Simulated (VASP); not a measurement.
# Hf (Fmmm) in VASP: a series of runs

The runs below take Hf through single point, with LDA.

Program: VASP 6.6.1. These are calculated values, not measurements. Logs are shortened: lines on timing, memory, paths and dates and some standing lists are left out, and cuts for length are marked.

### 1 The cell of the first run

It takes space group Fmmm (No. 69, orthorhombic). Conventional cell: a = 4.025 Å, b = 4.258 Å, c = 4.796 Å, α = 90.00°, β = 90.00°, γ = 90.00°. Within 4.3 Å of Hf (site symmetry mmm) lie 16 Hf at 2.93 to 4.26 Å.

### 2 Single point, LDA

The input, INCAR:

```
SYSTEM = Hf
PREC = Accurate ; ENCUT = 520
EDIFF = 1E-6 ; ISMEAR = 0
SIGMA = 0.15 ; LREAL = .FALSE.
LASPH = .TRUE. ; NELM = 80
ALGO = Fast ; ISIF = 2
LWAVE = .FALSE. ; LCHARG = .FALSE.
GGA = CA ; NBANDS = 11
```

The input, KPOINTS:

```
regular mesh
0
G
  18 18 18
  0 0 0
```

The input, POSCAR:

```
Hf
1.0
    0.0000000000      2.1291518606      2.3979390260
    2.0127428207      0.0000000000      2.3979390260
    2.0127428207      2.1291518606      0.0000000000
Hf
1
Direct
    0.0000000000      0.0000000000      0.0000000000
```

Potentials or basis: VASP PAW LDA potentials, release 64 (Hf_pv).

Started as:

```bash
$ cat potpaw_LDA.64/Hf_pv/POTCAR > POTCAR
$ mpirun -np 1 vasp_std > vasp.out
```

OUTCAR:

```text
SYSTEM = Hf
   PREC = Accurate
   ENCUT = 520
   EDIFF = 1E-6
   ISMEAR = 0
   LREAL = .FALSE.
   LASPH = .TRUE.
   NELM = 80
   ISIF = 2
   GGA = CA

 ion  position               nearest neighbor table
   1  0.000  0.000  0.000-

  LATTYP: Found a face centered orthorhombic cell.
 ALAT       =     4.0254856414
 B/A-ratio  =     1.0578360229
 C/A-ratio  =     1.1913787501

  Lattice vectors:

 A1 = (   0.0000000000,   2.1291518606,   2.3979390260)
 A2 = (   2.0127428207,   0.0000000000,   2.3979390260)
 A3 = (   2.0127428207,   2.1291518606,   0.0000000000)

Analysis of symmetry for initial positions (statically):
=====================================================================
 Subroutine PRICEL returns:
 Original cell was already a primitive cell.

 Routine SETGRP: Setting up the symmetry group for a
 face centered orthorhombic supercell.

 Subroutine GETGRP returns: Found  8 space group operations
 (whereof  8 operations were pure point group operations)
 out of a pool of  8 trial point group operations.

The static configuration has the point symmetry D_2h.

Analysis of symmetry for dynamics (positions and initial velocities):
=====================================================================
 Subroutine PRICEL returns:
 Original cell was already a primitive cell.

 Routine SETGRP: Setting up the symmetry group for a
 face centered orthorhombic supercell.

 Subroutine GETGRP returns: Found  8 space group operations
 (whereof  8 operations were pure point group operations)
 out of a pool of  8 trial point group operations.

The dynamic configuration has the point symmetry D_2h.

 Subroutine INISYM returns: Found  8 space group operations
 (whereof  8 operations are pure point group operations),
 and found     1 'primitive' translations

----------------------------------------------------------------------------------------

                                     Primitive cell

  volume of cell :      20.5524

  direct lattice vectors                    reciprocal lattice vectors
     0.000000000  2.129151861  2.397939026    -0.248417232  0.234835293  0.208512391
     2.012742821  0.000000000  2.397939026     0.248417232 -0.234835293  0.208512391
     2.012742821  2.129151861  0.000000000     0.248417232  0.234835293 -0.208512391

  length of vectors
     3.206773958  3.130694050  2.929918311     0.400419971  0.400419971  0.400419971

  position of ions in fractional coordinates (direct lattice)
     0.000000000  0.000000000  0.000000000

  ion indices of the primitive-cell ions
   primitive index   ion index
                 1           1

----------------------------------------------------------------------------------------

 KPOINTS: regular mesh

Automatic generation of k-mesh.
 Grid dimensions read from file:
 generate k-points for:   18   18   18

 Generating k-lattice:

  Cartesian coordinates                     Fractional coordinates (reciprocal lattice)
    -0.013800957  0.013046405  0.011584022     0.055555556  0.000000000  0.000000000
     0.013800957 -0.013046405  0.011584022    -0.000000000  0.055555556 -0.000000000
     0.013800957  0.013046405 -0.011584022     0.000000000  0.000000000  0.055555556

  Length of vectors
     0.022245554  0.022245554  0.022245554

  Shift w.r.t. Gamma in fractional coordinates (k-lattice)
     0.000000000  0.000000000  0.000000000

 Subroutine IBZKPT returns following result:
 ===========================================

 Found    865 irreducible k-points:

 Following reciprocal coordinates:
            Coordinates               Weight
  0.000000  0.000000  0.000000      1.000000
  0.055556  0.000000 -0.000000      8.000000
  0.111111  0.000000 -0.000000      8.000000
  0.166667 -0.000000 -0.000000      8.000000
  0.222222 -0.000000 -0.000000      8.000000
  0.277778  0.000000  0.000000      8.000000
[... 16 lines left out ...]
 -0.277778  0.055556  0.000000      8.000000
 -0.222222  0.055556  0.000000      8.000000
 [... further k-points ...]
   k-points           NKPTS =    865   k-points in BZ     NKDIM =    865   number of bands    NBANDS=     11
   number of dos      NEDOS =    301   number of ions     NIONS =      1
   total plane-waves  NPLWV =  13824
   dimension x,y,z NGX =    24 NGY =   24 NGZ =   24
   dimension x,y,z NGXF=    48 NGYF=   48 NGZF=   48
   ions per type =               1
   NGX,Y,Z   is equivalent  to a cutoff of  12.44, 12.74, 13.62 a.u.
   NGXF,Y,Z  is equivalent  to a cutoff of  24.88, 25.49, 27.24 a.u.
 SYSTEM =  Hf
   PREC   = accura    normal or accurate (medium, high low for compatibility)
   ISTART =      0    job   : 0-new  1-cont  2-samecut
   ICHARG =      2    charge: 1-file 2-atom 10-const
   ISPIN  =      1    spin polarized calculation?
   LNONCOLLINEAR =      F non collinear calculations
   LSORBIT =      F    spin-orbit coupling
   LASPH  =      T    aspherical Exc in radial PAW
   ENCUT  =  520.0 eV  38.22 Ry    6.18 a.u.   5.96  5.82  5.45*2*pi/ulx,y,z
   NELM   =     80;   NELMIN=  2; NELMDL= -5     # of ELM steps
   EDIFF  = 0.1E-05   stopping-criterion for ELM
   LREAL  =      F    real-space projection
   EDIFFG = 0.1E-04   stopping-criterion for IOM
   NSW    =      0    number of steps for IOM
   IBRION =     -1    ionic relax: 0-MD 1-quasi-New 2-CG
   NFREE  =      0    steps in history (QN), initial steepest desc. (CG)
   ISIF   =      2    stress and relaxation
   ISYM   =      2    0-nonsym 1-usesym 2-fastsym
   POTIM  = 0.5000    time-step for ionic-motion
   TEBEG  =    0.0;   TEEND  =   0.0 temperature during run
   PSTRESS=    0.0 pullay stress
   NELECT =      10.0000    total number of electrons
   NUPDOWN=      -1.0000    fix difference up-down
   EMIN   =  10.00;   EMAX   =-10.00  energy-range for DOS
   EFERMI =   0.00;   METHOD = LEGACY
   ISMEAR =     0;   SIGMA  =   0.15  broadening in eV -4-tet -1-fermi 0-gaus
   EFERMI_NEDOS =   21; number of points for ismear=-14 and -15
   IALGO  =     68    algorithm
   IMIX   =      4    mixing-type and parameters
     AMIX     =   0.40;   BMIX     =  1.00
     AMIX_MAG =   1.60;   BMIX_MAG =  1.00
  volume/ion in A,a.u.               =      20.55       138.69
  Fermi-wavevector in a.u.,A,eV,Ry     =   1.287618  2.433246 22.557928  1.657961
  Thomas-Fermi vector in A             =   2.419622
   LORBIT       =      0    0 simple, 1 ext, 2 COOP (PROOUT), +10 PAW based schemes
   GGA     = CA    functional components
   LHFCALC =     F    Hartree Fock is set to
   AEXX    =    0.0000 exact exchange contribution
   IVDW    =     0    specifies the selected vdW correction
   LEPSILON=     F    determine dielectric tensor
   LRPA    =     F    only Hartree local field effects (RPA)
 non-spin polarized calculation
 RMM-DIIS sequential band-by-band and
 Gauss-broadening in eV      SIGMA  =   0.15
  energy-cutoff  :      520.00
  volume of cell :       20.55
 maximum number of plane-waves:       570
   NGX = 11   NGY = 11   NGZ = 11

 number of electron      10.0000000 magnetization

 Free energy of the ion-electron system (eV)
  ---------------------------------------------------
  ext. energy  EPLUGINS =         0.00000000
  ---------------------------------------------------
  free energy    TOTEN  =       -10.59046477 eV

  energy without entropy =      -10.57148253  energy(sigma->0) =      -10.58097365

 E-fermi :   5.1486     XC(G=0): -11.8605

 val. band max:        5.1472248323   @ k =  -0.2778   0.2222   0.5000
 cond. band min:       5.1494409919   @ k =   0.4444  -0.2778   0.2222
 fundamental gap:      0.0022161596
 Fermi energy:         5.1486365456

 k-point     1 :       0.0000    0.0000    0.0000
  band No.  band energies     occupation
      1     -24.3752      2.00000
      2     -24.3182      2.00000
      3     -24.3085      2.00000
      4      -2.1834      2.00000
      5       5.4553      0.00384
      6       7.1195      0.00000
      7       7.6775      0.00000
      8       7.9297      0.00000
      9      10.9406      0.00000
     10      17.2794      0.00000
     11      19.1914      0.00000

 k-point     2 :       0.0556    0.0000   -0.0000
  band No.  band energies     occupation
      1     -24.3899      2.00000
      2     -24.3444      2.00000
      3     -24.3138      2.00000
      4      -2.0612      2.00000
      5       5.4909      0.00125
      6       7.0796      0.00000
      7       7.6448      0.00000
      8       7.9244      0.00000
      9      10.8307      0.00000
     10      17.5486      0.00000
     11      19.3559      0.00000

 k-point     3 :       0.1111    0.0000   -0.0000
  band No.  band energies     occupation
      1     -24.4759      2.00000
      2     -24.3863      2.00000
      3     -24.3176      2.00000
      4      -1.7069      2.00000
      5       5.5613      0.00010
      6       6.8391      0.00000
      7       7.6898      0.00000
      8       7.9907      0.00000
      9      10.5507      0.00000
     10      17.6403      0.00000
     11      18.2027      0.00000

 k-point     4 :       0.1667   -0.0000   -0.0000
  band No.  band energies     occupation
      1     -24.6350      2.00000
      2     -24.4204      2.00000
      3     -24.3223      2.00000
      4      -1.1585      2.00000
      5       5.5694      0.00007
      6       6.4441      0.00000
      7       7.8721      0.00000
      8       8.2451      0.00000
      9      10.2268      0.00000
     10      17.6166      0.00000
     11      18.5344      0.00000
[... 239 lines left out ...]
 k-point    22 :      -0.3333    0.0556    0.0000
  band No.  band energies     occupation
      1     -25.3034      2.00000
      2     -24.5614      2.00000
      3     -24.3316      2.00000
      4       1.1032      2.00000
      5       5.1670      0.86256
      6       5.7695      0.00000
      7       7.7894      0.00000
      8      10.3805      0.00000
      9      11.3114      0.00000
     10      16.2782      0.00000
     11      18.7493      0.00000

 k-point    23 :      -0.2778    0.0556    0.0000
  band No.  band energies     occupation
      1     -25.1461      2.00000
      2     -24.5246      2.00000
      3     -24.3239      2.00000
      4       0.5981      2.00000
      5       5.0728      1.52558
      6       5.9210      0.00000
      7       8.0003      0.00000
      8       9.8758      0.00000
      9      10.3488      0.00000
     10      16.7827      0.00000
     11      17.6251      0.00000

 k-point    24 :      -0.2222    0.0556    0.0000
  band No.  band energies     occupation
      1     -24.9586      2.00000
      2     -24.4841      2.00000
      3     -24.3174      2.00000
      4      -0.0754      2.00000
      5       5.2664      0.26686
      6       6.0637      0.00000
      7       8.1088      0.00000
      8       9.4373      0.00000
      9       9.6142      0.00000
     10      17.4683      0.00000
     11      17.6520      0.00000

 [... further k-points ...]
[... 5 lines left out ...]
  --------------------------------------------------------------------------------------
  -------------------------------------------------------------------------------------
  Total        0.4788451      0.2754637     -0.4799376      0.0000000      0.0000000      0.0000000
  in kB       37.3286750     21.4739467    -37.4138392      0.0000000      0.0000000      0.0000000
  external PRESSURE =       7.1295942 kB  Pullay stress =       0.0000000 kB

 VOLUME and BASIS-vectors are now :
 -----------------------------------------------------------------------------
  energy-cutoff  :      520.00
  volume of cell :       20.55
      direct lattice vectors                 reciprocal lattice vectors
     0.000000000  2.129151861  2.397939026    -0.248417232  0.234835293  0.208512391
     2.012742821  0.000000000  2.397939026     0.248417232 -0.234835293  0.208512391
     2.012742821  2.129151861  0.000000000     0.248417232  0.234835293 -0.208512391

 POSITION                                       TOTAL-FORCE (eV/Angst)
 -----------------------------------------------------------------------------------
      0.00000      0.00000      0.00000         0.000000      0.000000      0.000000
 -----------------------------------------------------------------------------------
    total drift:                               -0.000000     -0.000000     -0.000000

  FREE ENERGIE OF THE ION-ELECTRON SYSTEM (eV)
  ---------------------------------------------------
  free  energy   TOTEN  =       -10.5904647728 eV

  energy  without entropy=      -10.5714825294  energy(sigma->0) =      -10.58097365
```

Run time: 2 min. Hardware: 1 thread of Intel Xeon Platinum 8259CL at 2.50GHz (Skylake/Cascade Lake), shared host; peak memory 0.29 GiB.

What came out:

| Item | Value |
| --- | --- |
| Free energy | -10.5905 eV |
| Pressure | 0.7 GPa |
| Band gap on the k mesh | zero (bands 5 and 6 overlap by 1.59 eV) |

Levels at points of the mesh, in eV from the Fermi level:
```csv
k point,band 2,band 3,band 4,band 5,band 6,band 7,band 8,band 9
"(0.00, 0.00, 0.00)",-29.47,-29.46,-7.33,0.31,1.97,2.53,2.78,5.79
"(0.50, 0.00, 0.00)",-29.74,-29.49,-3.77,0.20,1.19,2.30,6.31,7.26
"(0.50, 0.50, 0.00)",-29.73,-29.66,-3.75,-2.15,1.71,7.06,7.24,7.70
"(0.50, 0.00, 0.50)",-30.12,-29.72,-3.53,-2.18,3.61,5.99,6.11,8.83
"(0.00, 0.50, 0.50)",-30.19,-29.85,-3.44,-2.51,4.64,6.44,6.45,8.61
```

Caveat: the cell differs from its parent crystal (strain +e along x and -e along y -0.0267, strain +e along z and -e/2 along x and y +0.1000); the stress differs along the axes, from -4 to 4 GPa; spin-orbit coupling is left out, which moves the levels of the heavy elements.

### 3 Single point, LDA

The input, INCAR:

```
SYSTEM = Hf
PREC = Accurate ; ENCUT = 520
EDIFF = 1E-6 ; ISMEAR = 0
SIGMA = 0.15 ; LREAL = .FALSE.
LASPH = .TRUE. ; NELM = 60
ALGO = Fast ; ISIF = 2
LWAVE = .FALSE. ; LCHARG = .FALSE.
NBANDS = 11
```

The input, KPOINTS:

```
Automatic mesh
0
G
  18 18 18
  0 0 0
```

The input, POSCAR:

```
Hf
1.0
    0.0000000000      2.1544392176      2.2889417976
    2.0964526921      0.0000000000      2.2889417976
    2.0964526921      2.1544392176      0.0000000000
Hf
1
Direct
    0.0000000000      0.0000000000      0.0000000000
```

Potentials or basis: VASP PAW LDA potentials, release 64 (Hf_pv).

Started as:

```bash
$ cat potpaw_LDA.64/Hf_pv/POTCAR > POTCAR
$ mpirun -np 1 vasp_std > vasp.out
```

It took 2.4 min on 1 thread of Intel Xeon 8259CL, shared host; peak memory 0.27 GiB.

Results (log left out):

| Item | Value |
| --- | --- |
| Free energy | -10.6264 eV |
| Pressure | 0.2 GPa |
| Band gap on the k mesh | zero (bands 5 and 6 overlap by 1.79 eV) |

Stress tensor (GPa, compression positive):
```
 2.04  0.00  0.00
 0.00  0.97  0.00
 0.00  0.00 -2.27
```

Levels at points of the mesh, in eV from the Fermi level:
| k point | band 1 | band 2 | band 3 | band 4 | band 5 | band 6 | band 7 | band 8 | band 9 | band 10 |
| --- | --- | --- | --- | --- | --- | --- | --- | --- | --- | --- |
| (0.00, 0.00, 0.00) | -29.58 | -29.56 | -29.56 | -7.39 | 0.78 | 1.58 | 1.88 | 3.61 | 5.10 | 11.79 |
| (0.50, 0.00, 0.00) | -30.65 | -29.76 | -29.64 | -3.84 | 0.60 | 1.05 | 1.67 | 6.48 | 7.05 | 10.45 |
| (0.50, 0.50, 0.00) | -30.55 | -29.88 | -29.84 | -3.68 | -2.31 | 2.33 | 6.87 | 7.31 | 7.62 | 11.18 |
| (0.50, 0.00, 0.50) | -30.59 | -30.06 | -29.87 | -3.57 | -2.40 | 3.32 | 6.52 | 6.81 | 8.13 | 10.03 |
| (0.00, 0.50, 0.50) | -30.58 | -30.09 | -29.94 | -3.52 | -2.52 | 3.80 | 6.63 | 6.99 | 7.98 | 9.82 |

Caveat: the cell differs from its parent crystal (strain +e along x and -e along y -0.0133, strain +e along z and -e/2 along x and y +0.0500); spin-orbit coupling is left out, which moves the levels of the heavy elements.

### 4 Single point, LDA

The input, INCAR:

```
SYSTEM = Hf
  PREC = Accurate
  ENCUT = 520
  EDIFF = 1E-6
  ISMEAR = 0
  SIGMA = 0.15
  LREAL = .False.
  LASPH = .True.
  NELM = 60
  ALGO = Fast
  ISIF = 2
  LWAVE = .False.
  LCHARG = .False.
  GGA = CA
  NBANDS = 11
```

The input, KPOINTS:

```
Automatic mesh
0
Gamma
  18 18 18
  0 0 0
```

The input, POSCAR:

```
Hf
1.0
    0.0000000000      2.2926477033      2.0709473406
    2.1762386633      0.0000000000      2.0709473406
    2.1762386633      2.2926477033      0.0000000000
Hf
1
Direct
    0.0000000000      0.0000000000      0.0000000000
```

Started as:

```bash
$ cat potpaw_LDA.64/Hf_pv/POTCAR > POTCAR
$ mpirun -np 1 vasp_std > vasp.out
```

It took 2.4 min on 1 thread of Intel Xeon 8259CL, shared host; peak memory 0.27 GiB.

The run converged. Its results:

```yaml
Free_energy: -10.6233 eV
Pressure: 0.3 GPa
Band_gap_on_the_k_mesh: zero (bands 5 and 6 overlap by 1.91 eV)
```

Stress tensor (GPa, compression positive):
```
 0.54  0.00  0.00
 0.00 -2.21  0.00
 0.00  0.00  2.52
```

Levels at points of the mesh, in eV from the Fermi level:
| k point | band 2 | band 3 | band 4 | band 5 | band 6 | band 7 | band 8 | band 9 |
| --- | --- | --- | --- | --- | --- | --- | --- | --- |
| (0.00, 0.00, 0.00) | -29.55 | -29.55 | -7.39 | 0.78 | 1.48 | 2.03 | 3.53 | 5.14 |
| (0.50, 0.00, 0.00) | -29.77 | -29.63 | -3.84 | 0.53 | 1.06 | 1.76 | 6.42 | 7.12 |
| (0.50, 0.50, 0.00) | -30.10 | -29.97 | -3.50 | -2.56 | 4.03 | 6.67 | 7.05 | 7.93 |
| (0.50, 0.00, 0.50) | -29.89 | -29.81 | -3.69 | -2.29 | 2.31 | 6.82 | 7.18 | 7.73 |
| (0.00, 0.50, 0.50) | -30.05 | -29.84 | -3.59 | -2.34 | 3.15 | 6.45 | 6.73 | 8.19 |

Caveat: the cell differs from its parent crystal (strain +e along x and -e along y -0.0267, strain +e along z and -e/2 along x and y -0.0500); spin-orbit coupling is left out, which moves the levels of the heavy elements.

### 5 Summary

| cell | gap on the mesh (eV) | pressure (GPa) |
| --- | --- | --- |
| a = 3.207, b = 3.131, c = 2.930 Å, angles 63.8, 61.2, 55.1°, 1 atom | none | 0.7 |
| a = 3.143, b = 3.104, c = 3.006 Å, angles 61.9, 60.6, 57.5°, 1 atom | none | 0.2 |
| a = 3.090, b = 3.004, c = 3.161 Å, angles 60.1, 57.4, 62.5°, 1 atom | none | 0.3 |

Alike in all rows: task single point; level LDA; potentials or basis VASP PAW LDA potentials, release 64 (Hf_pv); no spin polarisation; k mesh 18 × 18 × 18; cutoff (eV) 520; smearing gaussian 0.15 eV.

Caveats: spin-orbit coupling is left out, which moves the levels of the heavy elements; the stress differs along the axes, from -4 to 4 GPa (at least some runs).

Total energies depend on the potentials used, so only differences within one code and one set of settings carry meaning.
